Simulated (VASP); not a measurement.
# BAs in VASP: notebook

BAs is run at these levels: PBE; tasks: single point.

Everything below comes from runs of VASP 6.6.1. Logs are shortened: lines on timing, memory, paths and dates and some standing lists are left out, and cuts for length are marked.

## Step 1: The cell of the first run

The structure is cubic, space group F-43m (No. 216). The conventional cell has a = 4.784 Å, b = 4.784 Å, c = 4.784 Å, α = 90.00°, β = 90.00°, γ = 90.00°. Within 2.7 Å of B (site symmetry -43m) lie 4 As at 2.07 Å. Within 2.7 Å of As (site symmetry -43m) lie 4 B at 2.07 Å.

## Step 2: Single point, PBE

INCAR reads:

```
ALGO = Normal ; EDIFF = 1E-6
ENCUT = 520 ; GGA = PE
ISIF = 2 ; ISMEAR = 0
LASPH = T ; LCHARG = F
LREAL = F ; LWAVE = F
NBANDS = 11 ; NELM = 60
PREC = Accurate ; SIGMA = 0.01
```

KPOINTS reads:

```
k-points
0
Gamma
  6 6 6
```

POSCAR reads:

```
BAs
1.0
    0.0000000000      2.3918699019      2.3918699019
    2.3918699019      0.0000000000      2.3918699019
    2.3918699019      2.3918699019      0.0000000000
B As
1 1
Direct
    0.0000000000      0.0000000000      0.0000000000
    0.2500000000      0.2500000000      0.2500000000
```

Potentials or basis: VASP PAW PBE potentials, release 64 (B, As).

Started as:

```bash
$ cat potpaw_PBE.64/B/POTCAR potpaw_PBE.64/As/POTCAR > POTCAR
$ mpirun -np 1 vasp_std > vasp.out
```

OUTCAR:

```text
EDIFF = 1E-6
   ENCUT = 520
   GGA = PE
   ISIF = 2
   ISMEAR = 0
   LASPH = T
   LREAL = F
   NELM = 60
   PREC = Accurate

 ion  position               nearest neighbor table
   1  0.000  0.000  0.000-   2 2.07   2 2.07   2 2.07   2 2.07
   2  0.250  0.250  0.250-   1 2.07   1 2.07   1 2.07   1 2.07

  LATTYP: Found a face centered cubic cell.
 ALAT       =     4.7837398038

  Lattice vectors:

 A1 = (   0.0000000000,   2.3918699019,   2.3918699019)
 A2 = (   2.3918699019,   0.0000000000,   2.3918699019)
 A3 = (   2.3918699019,   2.3918699019,   0.0000000000)

Analysis of symmetry for initial positions (statically):
=====================================================================
 Subroutine PRICEL returns:
 Original cell was already a primitive cell.

 Routine SETGRP: Setting up the symmetry group for a
 face centered cubic supercell.

 Subroutine GETGRP returns: Found 24 space group operations
 (whereof 24 operations were pure point group operations)
 out of a pool of 48 trial point group operations.

The static configuration has the point symmetry T_d .

Analysis of symmetry for dynamics (positions and initial velocities):
=====================================================================
 Subroutine PRICEL returns:
 Original cell was already a primitive cell.

 Routine SETGRP: Setting up the symmetry group for a
 face centered cubic supercell.

 Subroutine GETGRP returns: Found 24 space group operations
 (whereof 24 operations were pure point group operations)
 out of a pool of 48 trial point group operations.

The dynamic configuration has the point symmetry T_d .

 Subroutine INISYM returns: Found 24 space group operations
 (whereof 24 operations are pure point group operations),
 and found     1 'primitive' translations

----------------------------------------------------------------------------------------

                                     Primitive cell

  volume of cell :      27.3680

  direct lattice vectors                    reciprocal lattice vectors
     0.000000000  2.391869902  2.391869902    -0.209041470  0.209041470  0.209041470
     2.391869902  0.000000000  2.391869902     0.209041470 -0.209041470  0.209041470
     2.391869902  2.391869902  0.000000000     0.209041470  0.209041470 -0.209041470

  length of vectors
     3.382614855  3.382614855  3.382614855     0.362070447  0.362070447  0.362070447

  position of ions in fractional coordinates (direct lattice)
     0.000000000  0.000000000  0.000000000
     0.250000000  0.250000000  0.250000000

  ion indices of the primitive-cell ions
   primitive index   ion index
                 1           1
                 2           2

----------------------------------------------------------------------------------------

 KPOINTS: k-points

Automatic generation of k-mesh.
 Grid dimensions read from file:
 generate k-points for:    6    6    6

 Generating k-lattice:

  Cartesian coordinates                     Fractional coordinates (reciprocal lattice)
    -0.034840245  0.034840245  0.034840245     0.166666667  0.000000000  0.000000000
     0.034840245 -0.034840245  0.034840245     0.000000000  0.166666667  0.000000000
     0.034840245  0.034840245 -0.034840245     0.000000000  0.000000000  0.166666667

  Length of vectors
     0.060345074  0.060345074  0.060345074

  Shift w.r.t. Gamma in fractional coordinates (k-lattice)
     0.000000000  0.000000000  0.000000000

 Subroutine IBZKPT returns following result:
 ===========================================

 Found     16 irreducible k-points:

 Following reciprocal coordinates:
            Coordinates               Weight
  0.000000  0.000000  0.000000      1.000000
  0.166667  0.000000  0.000000      8.000000
  0.333333  0.000000  0.000000      8.000000
  0.500000  0.000000  0.000000      4.000000
  0.166667  0.166667  0.000000      6.000000
  0.333333  0.166667  0.000000     24.000000
[... 8 lines left out ...]
 -0.333333  0.333333  0.166667     24.000000
 -0.333333  0.500000  0.166667     12.000000
   k-points           NKPTS =     16   k-points in BZ     NKDIM =     16   number of bands    NBANDS=     11
   number of dos      NEDOS =    301   number of ions     NIONS =      2
   total plane-waves  NPLWV =  21952
   dimension x,y,z NGX =    28 NGY =   28 NGZ =   28
   dimension x,y,z NGXF=    56 NGYF=   56 NGZF=   56
   ions per type =               1   1
   NGX,Y,Z   is equivalent  to a cutoff of  13.76, 13.76, 13.76 a.u.
   NGXF,Y,Z  is equivalent  to a cutoff of  27.52, 27.52, 27.52 a.u.
 SYSTEM =  unknown system
   PREC   = accura    normal or accurate (medium, high low for compatibility)
   ISTART =      0    job   : 0-new  1-cont  2-samecut
   ICHARG =      2    charge: 1-file 2-atom 10-const
   ISPIN  =      1    spin polarized calculation?
   LNONCOLLINEAR =      F non collinear calculations
   LSORBIT =      F    spin-orbit coupling
   LASPH  =      T    aspherical Exc in radial PAW
   ENCUT  =  520.0 eV  38.22 Ry    6.18 a.u.   6.29  6.29  6.29*2*pi/ulx,y,z
   NELM   =     60;   NELMIN=  2; NELMDL= -5     # of ELM steps
   EDIFF  = 0.1E-05   stopping-criterion for ELM
   LREAL  =      F    real-space projection
   EDIFFG = 0.1E-04   stopping-criterion for IOM
   NSW    =      0    number of steps for IOM
   IBRION =     -1    ionic relax: 0-MD 1-quasi-New 2-CG
   NFREE  =      0    steps in history (QN), initial steepest desc. (CG)
   ISIF   =      2    stress and relaxation
   ISYM   =      2    0-nonsym 1-usesym 2-fastsym
   POTIM  = 0.5000    time-step for ionic-motion
   TEBEG  =    0.0;   TEEND  =   0.0 temperature during run
   PSTRESS=    0.0 pullay stress
   NELECT =       8.0000    total number of electrons
   NUPDOWN=      -1.0000    fix difference up-down
   EMIN   =  10.00;   EMAX   =-10.00  energy-range for DOS
   EFERMI =   0.00;   METHOD = LEGACY
   ISMEAR =     0;   SIGMA  =   0.01  broadening in eV -4-tet -1-fermi 0-gaus
   EFERMI_NEDOS =   21; number of points for ismear=-14 and -15
   IALGO  =     38    algorithm
   IMIX   =      4    mixing-type and parameters
     AMIX     =   0.40;   BMIX     =  1.00
     AMIX_MAG =   1.60;   BMIX_MAG =  1.00
  volume/ion in A,a.u.               =      13.68        92.34
  Fermi-wavevector in a.u.,A,eV,Ry     =   1.086486  2.053160 16.061008  1.180451
  Thomas-Fermi vector in A             =   2.222623
   LORBIT       =      0    0 simple, 1 ext, 2 COOP (PROOUT), +10 PAW based schemes
   GGA     = PE    functional components
   LHFCALC =     F    Hartree Fock is set to
   AEXX    =    0.0000 exact exchange contribution
   IVDW    =     0    specifies the selected vdW correction
   LEPSILON=     F    determine dielectric tensor
   LRPA    =     F    only Hartree local field effects (RPA)
 non-spin polarized calculation
 Gauss-broadening in eV      SIGMA  =   0.01
  energy-cutoff  :      520.00
  volume of cell :       27.37
 maximum number of plane-waves:       754
 NGX is ok and might be reduce to    28
   NGX = 13   NGY = 13   NGZ = 13

 number of electron       8.0000000 magnetization

 Free energy of the ion-electron system (eV)
  ---------------------------------------------------
  ext. energy  EPLUGINS =         0.00000000
  ---------------------------------------------------
  free energy    TOTEN  =       -11.38994632 eV

  energy without entropy =      -11.38994632  energy(sigma->0) =      -11.38994632

 E-fermi :   6.1351     XC(G=0): -10.5627

 val. band max:        6.0858873752   @ k =   0.0000   0.0000   0.0000
 cond. band min:       7.3618619335   @ k =   0.3333   0.3333   0.0000
 fundamental gap:      1.2759745583
 Fermi energy:         6.1351443067

 k-point     1 :       0.0000    0.0000    0.0000
  band No.  band energies     occupation
      1      -9.2787      2.00000
      2       6.0859      2.00000
      3       6.0859      2.00000
      4       6.0859      2.00000
      5       9.3545      0.00000
      6       9.3545      0.00000
      7       9.3545      0.00000
      8      10.7194      0.00000
      9      15.6471      0.00000
     10      19.0153      0.00000
     11      19.0153      0.00000

 k-point     2 :       0.1667    0.0000    0.0000
  band No.  band energies     occupation
      1      -8.8276      2.00000
      2       3.1336      2.00000
      3       5.4068      2.00000
      4       5.4068      2.00000
      5       9.3666      0.00000
      6      10.2380      0.00000
      7      10.2380      0.00000
      8      12.6979      0.00000
      9      17.0631      0.00000
     10      17.3623      0.00000
     11      17.3623      0.00000

 k-point     3 :       0.3333    0.0000    0.0000
  band No.  band energies     occupation
      1      -7.5672      2.00000
      2      -0.6369      2.00000
      3       4.5754      2.00000
      4       4.5754      2.00000
      5       8.9248      0.00000
      6      10.9042      0.00000
      7      10.9042      0.00000
      8      14.7472      0.00000
      9      17.5512      0.00000
     10      18.0909      0.00000
     11      18.0909      0.00000

 k-point     4 :       0.5000    0.0000    0.0000
  band No.  band energies     occupation
      1      -6.4220      2.00000
      2      -2.6741      2.00000
      3       4.2707      2.00000
      4       4.2707      2.00000
      5       8.7524      0.00000
      6      10.8586      0.00000
      7      10.8586      0.00000
      8      14.9408      0.00000
      9      18.7707      0.00000
     10      20.6226      0.00000
     11      20.6226      0.00000
[... 127 lines left out ...]
 k-point    14 :       0.5000    0.3333    0.1667
  band No.  band energies     occupation
      1      -6.4911      2.00000
      2      -0.6569      2.00000
      3       1.2306      2.00000
      4       2.8827      2.00000
      5       9.8589      0.00000
      6      11.2661      0.00000
      7      11.9308      0.00000
      8      15.0987      0.00000
      9      17.5078      0.00000
     10      19.7824      0.00000
     11      22.1250      0.00000

 k-point    15 :      -0.3333    0.3333    0.1667
  band No.  band energies     occupation
      1      -5.4706      2.00000
      2      -1.9424      2.00000
      3       0.6907      2.00000
      4       2.2379      2.00000
      5      10.4108      0.00000
      6      11.3088      0.00000
      7      13.5159      0.00000
      8      14.9577      0.00000
      9      16.3092      0.00000
     10      20.5093      0.00000
     11      22.3123      0.00000

 k-point    16 :      -0.3333    0.5000    0.1667
  band No.  band energies     occupation
      1      -4.9934      2.00000
      2      -2.1020      2.00000
      3       0.9535      2.00000
      4       1.1485      2.00000
      5       9.8541      0.00000
      6      10.0646      0.00000
      7      14.7033      0.00000
      8      14.9487      0.00000
      9      18.3580      0.00000
     10      21.6917      0.00000
     11      21.8840      0.00000

------------------------ aborting loop because EDIFF is reached ----------------------------------------

  FORCE on cell =-STRESS in cart. coord.  units (eV):
  Direction    XX          YY          ZZ          XY          YZ          ZX
  --------------------------------------------------------------------------------------
  -------------------------------------------------------------------------------------
  Total        0.4865785      0.4865785      0.4865785      0.0000000      0.0000000     -0.0000000
  in kB       28.4853028     28.4853028     28.4853028      0.0000000      0.0000000     -0.0000000
  external PRESSURE =      28.4853028 kB  Pullay stress =       0.0000000 kB

 VOLUME and BASIS-vectors are now :
 -----------------------------------------------------------------------------
  energy-cutoff  :      520.00
  volume of cell :       27.37
      direct lattice vectors                 reciprocal lattice vectors
     0.000000000  2.391869902  2.391869902    -0.209041470  0.209041470  0.209041470
     2.391869902  0.000000000  2.391869902     0.209041470 -0.209041470  0.209041470
     2.391869902  2.391869902  0.000000000     0.209041470  0.209041470 -0.209041470

 POSITION                                       TOTAL-FORCE (eV/Angst)
 -----------------------------------------------------------------------------------
      0.00000      0.00000      0.00000         0.000000      0.000000      0.000000
      1.19593      1.19593      1.19593        -0.000000     -0.000000     -0.000000
 -----------------------------------------------------------------------------------
    total drift:                               -0.000000     -0.000000     -0.000000

  FREE ENERGIE OF THE ION-ELECTRON SYSTEM (eV)
  ---------------------------------------------------
  free  energy   TOTEN  =       -11.3899463231 eV

  energy  without entropy=      -11.3899463231  energy(sigma->0) =      -11.38994632
```

Wall time 6.2 s (1 thread of Intel Xeon 8259CL, shared host); peak memory 0.15 GiB.

Results:

```
Free energy            : -11.3899 eV
Pressure               : 2.8 GPa
Band gap on the k mesh : 1.28 eV, indirect (least direct gap 3.27 eV)
```

(Continued in part 2 of 2.)
